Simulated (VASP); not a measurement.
# PIr (rocksalt type) (Fm-3m) in VASP: electric field gradients with LDA

Aim: the electric field gradients of PIr (rocksalt type) with LDA.

Program: VASP 6.6.1. These are calculated values, not measurements. Logs are shortened: lines on timing, memory, paths and dates and some standing lists are left out, and cuts for length are marked.

## 1. The cell of the first run

It takes space group Fm-3m (No. 225, cubic). Conventional cell: a = 4.930 Å, b = 4.930 Å, c = 4.930 Å, α = 90.00°, β = 90.00°, γ = 90.00°. Ir (site symmetry m-3m) has 6 P at 2.46 Å within 3.3 Å. Within 3.3 Å of P (site symmetry m-3m) lie 6 Ir at 2.46 Å.

## 2. Electric field gradients, LDA

File INCAR:

```
SYSTEM = PIr
ALGO = Normal
EDIFF = 1E-8
ENCUT = 420
GGA_COMPAT = .False.
ISIF = 2
ISMEAR = -1
LASPH = .True.
LCHARG = .False.
LEFG = .True.
LREAL = .False.
LWAVE = .False.
NBANDS = 18
NELM = 120
PREC = Accurate
SIGMA = 0.05
```

File KPOINTS:

```
k-points
0
Gamma
  13 13 13
  0 0 0
```

File POSCAR:

```
PIr
1.0
    0.0000000000      2.4648029302      2.4648029302
    2.4648029302      0.0000000000      2.4648029302
    2.4648029302      2.4648029302      0.0000000000
Ir P
1 1
Direct
    0.0000000000      0.0000000000      0.0000000000
    0.5000000000      0.5000000000      0.5000000000
```

Potentials or basis: VASP PAW LDA potentials, release 64 (Ir_sv_GW, P).

Run with:

```sh
cat potpaw_LDA.64/Ir_sv_GW/POTCAR potpaw_LDA.64/P/POTCAR > POTCAR
mpirun -np 1 vasp_std > vasp.out
```

OUTCAR:

```text
SYSTEM = PIr
   EDIFF = 1E-8
   ENCUT = 420
   ISIF = 2
   ISMEAR = -1
   LASPH = .True.
   LREAL = .False.
   NELM = 120
   PREC = Accurate

 ion  position               nearest neighbor table
   1  0.000  0.000  0.000-   2 2.46   2 2.46   2 2.46   2 2.46   2 2.46   2 2.46
   2  0.500  0.500  0.500-   1 2.46   1 2.46   1 2.46   1 2.46   1 2.46   1 2.46

  LATTYP: Found a face centered cubic cell.
 ALAT       =     4.9296058604

  Lattice vectors:

 A1 = (   0.0000000000,   2.4648029302,   2.4648029302)
 A2 = (   2.4648029302,   0.0000000000,   2.4648029302)
 A3 = (   2.4648029302,   2.4648029302,   0.0000000000)

Analysis of symmetry for initial positions (statically):
=====================================================================
 Subroutine PRICEL returns:
 Original cell was already a primitive cell.

 Routine SETGRP: Setting up the symmetry group for a
 face centered cubic supercell.

 Subroutine GETGRP returns: Found 48 space group operations
 (whereof 48 operations were pure point group operations)
 out of a pool of 48 trial point group operations.

The static configuration has the point symmetry O_h .

Analysis of symmetry for dynamics (positions and initial velocities):
=====================================================================
 Subroutine PRICEL returns:
 Original cell was already a primitive cell.

 Routine SETGRP: Setting up the symmetry group for a
 face centered cubic supercell.

 Subroutine GETGRP returns: Found 48 space group operations
 (whereof 48 operations were pure point group operations)
 out of a pool of 48 trial point group operations.

The dynamic configuration has the point symmetry O_h .

 Subroutine INISYM returns: Found 48 space group operations
 (whereof 48 operations are pure point group operations),
 and found     1 'primitive' translations

----------------------------------------------------------------------------------------

                                     Primitive cell

  volume of cell :      29.9486

  direct lattice vectors                    reciprocal lattice vectors
     0.000000000  2.464802930  2.464802930    -0.202855974  0.202855974  0.202855974
     2.464802930  0.000000000  2.464802930     0.202855974 -0.202855974  0.202855974
     2.464802930  2.464802930  0.000000000     0.202855974  0.202855974 -0.202855974

  length of vectors
     3.485757732  3.485757732  3.485757732     0.351356854  0.351356854  0.351356854

  position of ions in fractional coordinates (direct lattice)
     0.000000000  0.000000000  0.000000000
     0.500000000  0.500000000  0.500000000

  ion indices of the primitive-cell ions
   primitive index   ion index
                 1           1
                 2           2

----------------------------------------------------------------------------------------

 KPOINTS: k-points

Automatic generation of k-mesh.
 Grid dimensions read from file:
 generate k-points for:   13   13   13

 Generating k-lattice:

  Cartesian coordinates                     Fractional coordinates (reciprocal lattice)
    -0.015604306  0.015604306  0.015604306     0.076923077  0.000000000  0.000000000
     0.015604306 -0.015604306  0.015604306     0.000000000  0.076923077  0.000000000
     0.015604306  0.015604306 -0.015604306     0.000000000  0.000000000  0.076923077

  Length of vectors
     0.027027450  0.027027450  0.027027450

  Shift w.r.t. Gamma in fractional coordinates (k-lattice)
     0.000000000  0.000000000  0.000000000

 Subroutine IBZKPT returns following result:
 ===========================================

 Found     84 irreducible k-points:

 Following reciprocal coordinates:
            Coordinates               Weight
  0.000000  0.000000  0.000000      1.000000
  0.076923  0.000000  0.000000      8.000000
  0.153846  0.000000  0.000000      8.000000
  0.230769  0.000000  0.000000      8.000000
  0.307692  0.000000  0.000000      8.000000
  0.384615  0.000000  0.000000      8.000000
[... 16 lines left out ...]
  0.384615  0.153846  0.000000     24.000000
  0.461538  0.153846  0.000000     24.000000
 [... further k-points ...]
   k-points           NKPTS =     84   k-points in BZ     NKDIM =     84   number of bands    NBANDS=     18
   number of dos      NEDOS =    301   number of ions     NIONS =      2
   total plane-waves  NPLWV =  13824
   dimension x,y,z NGX =    24 NGY =   24 NGZ =   24
   dimension x,y,z NGXF=    48 NGYF=   48 NGZF=   48
   ions per type =               1   1
   NGX,Y,Z   is equivalent  to a cutoff of  11.45, 11.45, 11.45 a.u.
   NGXF,Y,Z  is equivalent  to a cutoff of  22.89, 22.89, 22.89 a.u.
 SYSTEM =  PIr
   PREC   = accura    normal or accurate (medium, high low for compatibility)
   ISTART =      0    job   : 0-new  1-cont  2-samecut
   ICHARG =      2    charge: 1-file 2-atom 10-const
   ISPIN  =      1    spin polarized calculation?
   LNONCOLLINEAR =      F non collinear calculations
   LSORBIT =      F    spin-orbit coupling
   LASPH  =      T    aspherical Exc in radial PAW
   ENCUT  =  420.0 eV  30.87 Ry    5.56 a.u.   5.82  5.82  5.82*2*pi/ulx,y,z
   NELM   =    120;   NELMIN=  2; NELMDL= -5     # of ELM steps
   EDIFF  = 0.1E-07   stopping-criterion for ELM
   LREAL  =      F    real-space projection
   EDIFFG = 0.1E-06   stopping-criterion for IOM
   NSW    =      0    number of steps for IOM
   IBRION =     -1    ionic relax: 0-MD 1-quasi-New 2-CG
   NFREE  =      0    steps in history (QN), initial steepest desc. (CG)
   ISIF   =      2    stress and relaxation
   ISYM   =      2    0-nonsym 1-usesym 2-fastsym
   POTIM  = 0.5000    time-step for ionic-motion
   TEBEG  =    0.0;   TEEND  =   0.0 temperature during run
   PSTRESS=    0.0 pullay stress
   NELECT =      22.0000    total number of electrons
   NUPDOWN=      -1.0000    fix difference up-down
   EMIN   =  10.00;   EMAX   =-10.00  energy-range for DOS
   EFERMI =   0.00;   METHOD = LEGACY
   ISMEAR =    -1;   SIGMA  =   0.05  broadening in eV -4-tet -1-fermi 0-gaus
   EFERMI_NEDOS =   21; number of points for ismear=-14 and -15
   IALGO  =     38    algorithm
   IMIX   =      4    mixing-type and parameters
     AMIX     =   0.40;   BMIX     =  1.00
     AMIX_MAG =   1.60;   BMIX_MAG =  1.00
  volume/ion in A,a.u.               =      14.97       101.05
  Fermi-wavevector in a.u.,A,eV,Ry     =   1.477146  2.791402 29.687386  2.181961
  Thomas-Fermi vector in A             =   2.591586
   LORBIT       =      0    0 simple, 1 ext, 2 COOP (PROOUT), +10 PAW based schemes
   GGA     = CA    functional components
   LHFCALC =     F    Hartree Fock is set to
   AEXX    =    0.0000 exact exchange contribution
   IVDW    =     0    specifies the selected vdW correction
   LEPSILON=     F    determine dielectric tensor
   LRPA    =     F    only Hartree local field effects (RPA)
 non-spin polarized calculation
  energy-cutoff  :      420.00
  volume of cell :       29.95
 maximum number of plane-waves:       597
   NGX = 11   NGY = 11   NGZ = 11

 number of electron      21.9999997 magnetization

 Free energy of the ion-electron system (eV)
  ---------------------------------------------------
  ext. energy  EPLUGINS =         0.00000000
  ---------------------------------------------------
  free energy    TOTEN  =       -16.76714055 eV

  energy without entropy =      -16.75486738  energy(sigma->0) =      -16.76100396

 E-fermi :   9.9433     XC(G=0): -12.7970

 val. band max:        9.9419629925   @ k =  -0.4615   0.4615   0.0000
 cond. band min:       9.9502253606   @ k =   0.4615   0.3846   0.0769
 fundamental gap:      0.0082623681
 Fermi energy:         9.9432782986

 k-point     1 :       0.0000    0.0000    0.0000
  band No.  band energies     occupation
      1     -81.3723      2.00000
      2     -38.5485      2.00000
      3     -38.5485      2.00000
      4     -38.5485      2.00000
      5      -3.9907      2.00000
      6       6.8336      2.00000
[... 10 lines left out ...]
     17      22.7962      0.00000
     18      22.7962      0.00000

 k-point     2 :       0.0769    0.0000    0.0000
  band No.  band energies     occupation
      1     -81.3722      2.00000
      2     -38.5517      2.00000
      3     -38.5491      2.00000
      4     -38.5491      2.00000
      5      -3.8801      2.00000
      6       6.6366      2.00000
[... 10 lines left out ...]
     17      22.5263      0.00000
     18      22.5263      0.00000

 k-point     3 :       0.1538    0.0000    0.0000
  band No.  band energies     occupation
      1     -81.3720      2.00000
      2     -38.5604      2.00000
      3     -38.5503      2.00000
      4     -38.5503      2.00000
      5      -3.5525      2.00000
      6       6.0457      2.00000
[... 10 lines left out ...]
     17      21.6413      0.00000
     18      22.3572      0.00000

 k-point     4 :       0.2308    0.0000    0.0000
  band No.  band energies     occupation
      1     -81.3716      2.00000
      2     -38.5730      2.00000
      3     -38.5521      2.00000
      4     -38.5521      2.00000
      5      -3.0253      2.00000
      6       5.0920      2.00000
[... 10 lines left out ...]
     17      20.3229      0.00000
     18      23.0379      0.00000

 k-point     5 :       0.3077    0.0000    0.0000
  band No.  band energies     occupation
      1     -81.3713      2.00000
      2     -38.5866      2.00000
      3     -38.5541      2.00000
      4     -38.5541      2.00000
      5      -2.3322      2.00000
      6       3.9558      2.00000
[... 10 lines left out ...]
     17      21.0587      0.00000
     18      23.6850      0.00000

 k-point     6 :       0.3846    0.0000    0.0000
  band No.  band energies     occupation
      1     -81.3710      2.00000
      2     -38.5972      2.00000
      3     -38.5557      2.00000
      4     -38.5557      2.00000
      5      -1.5442      2.00000
      6       2.8294      2.00000
[... 307 lines left out ...]
 k-point    21 :       0.2308    0.1538    0.0000
  band No.  band energies     occupation
      1     -81.3716      2.00000
      2     -38.5679      2.00000
      3     -38.5553      2.00000
      4     -38.5548      2.00000
      5      -3.0731      2.00000
      6       4.6718      2.00000
[... 10 lines left out ...]
     17      20.6854      0.00000
     18      21.6224      0.00000

 k-point    22 :       0.3077    0.1538    0.0000
  band No.  band energies     occupation
      1     -81.3713      2.00000
      2     -38.5789      2.00000
      3     -38.5575      2.00000
      4     -38.5570      2.00000
      5      -2.5505      2.00000
      6       4.1023      2.00000
[... 10 lines left out ...]
     17      20.5243      0.00000
     18      22.7567      0.00000

 k-point    23 :       0.3846    0.1538    0.0000
  band No.  band energies     occupation
      1     -81.3710      2.00000
      2     -38.5893      2.00000
      3     -38.5595      2.00000
      4     -38.5591      2.00000
      5      -1.9139      2.00000
      6       3.4638      2.00000
[... 10 lines left out ...]
     17      20.8703      0.00000
     18      24.1435      0.00000

 k-point    24 :       0.4615    0.1538    0.0000
  band No.  band energies     occupation
      1     -81.3708      2.00000
      2     -38.5969      2.00000
      3     -38.5623      2.00000
      4     -38.5596      2.00000
      5      -1.2721      2.00000
      6       2.7734      2.00000
[... 10 lines left out ...]
     17      20.8900      0.00000
     18      24.4056      0.00000

 [... further k-points ...]

------------------------ aborting loop because EDIFF is reached ----------------------------------------

  FORCE on cell =-STRESS in cart. coord.  units (eV):
  Direction    XX          YY          ZZ          XY          YZ          ZX
  --------------------------------------------------------------------------------------
  -------------------------------------------------------------------------------------
  Total       -1.9709758     -1.9709758     -1.9709758      0.0000000      0.0000000     -0.0000000
  in kB     -105.4424004   -105.4424004   -105.4424004      0.0000000      0.0000000     -0.0000000
  external PRESSURE =    -105.4424004 kB  Pullay stress =       0.0000000 kB

 VOLUME and BASIS-vectors are now :
 -----------------------------------------------------------------------------
  energy-cutoff  :      420.00
  volume of cell :       29.95
      direct lattice vectors                 reciprocal lattice vectors
     0.000000000  2.464802930  2.464802930    -0.202855974  0.202855974  0.202855974
     2.464802930  0.000000000  2.464802930     0.202855974 -0.202855974  0.202855974
     2.464802930  2.464802930  0.000000000     0.202855974  0.202855974 -0.202855974

 POSITION                                       TOTAL-FORCE (eV/Angst)
 -----------------------------------------------------------------------------------
      0.00000      0.00000      0.00000        -0.000000      0.000000      0.000000
      2.46480      2.46480      2.46480         0.000000     -0.000000     -0.000000
 -----------------------------------------------------------------------------------
    total drift:                                0.000000     -0.000000     -0.000000

  FREE ENERGIE OF THE ION-ELECTRON SYSTEM (eV)
  ---------------------------------------------------
  free  energy   TOTEN  =       -16.7671405462 eV

  energy  without entropy=      -16.7548673834  energy(sigma->0) =      -16.76100396

 Electric field gradients (V/A^2)
---------------------------------------------------------------------
 ion       V_xx      V_yy      V_zz      V_xy      V_xz      V_yz
---------------------------------------------------------------------
   1       0.000    -0.000    -0.000    -0.000    -0.000    -0.000
   2       0.000     0.000    -0.000     0.000     0.000     0.000
---------------------------------------------------------------------

 Electric field gradients after diagonalization (V/A^2)
 (convention: |V_zz| > |V_xx| > |V_yy|)
----------------------------------------------------------------------
 ion       V_xx      V_yy      V_zz     asymmetry (V_yy - V_xx)/ V_zz
----------------------------------------------------------------------
   1       0.000     0.000    -0.000       0.000
   2      -0.000    -0.000     0.000       0.000
----------------------------------------------------------------------

           NMR quadrupolar parameters

 Cq : quadrupolar parameter    Cq=e*Q*V_zz/h
 eta: asymmetry parameters     (V_yy - V_xx)/ V_zz
 Q  : nuclear electric quadrupole moment in mb (millibarn)
----------------------------------------------------------------------
 ion       Cq(MHz)       eta       Q (mb)
----------------------------------------------------------------------
   1      -0.000       0.000       1.000
   2       0.000       0.000       1.000
----------------------------------------------------------------------
```

It took 27 s on 1 thread of AMD EPYC 7R13 (Zen 3), shared host; peak memory 0.13 GiB.

What came out:

```yaml
Free_energy: -16.7671 eV
Pressure: -10.5 GPa
Band_gap_on_the_k_mesh: zero (bands 11 and 12 overlap by 1.43 eV)
Largest_electric_field_gradient_by_atom: under 0.05 V/Å² on every atom
```

Levels at points of the mesh, in eV from the Fermi level:
```csv
k point,band 7,band 8,band 9,band 10,band 11,band 12,band 13,band 14,band 15,band 16
"(0.00, 0.00, 0.00)",-3.11,-3.11,-3.03,-3.03,0.24,0.24,0.24,6.01,10.02,12.85
```

Caveat: the cell stands under tension; spin-orbit coupling is left out, which moves the levels of the heavy elements.
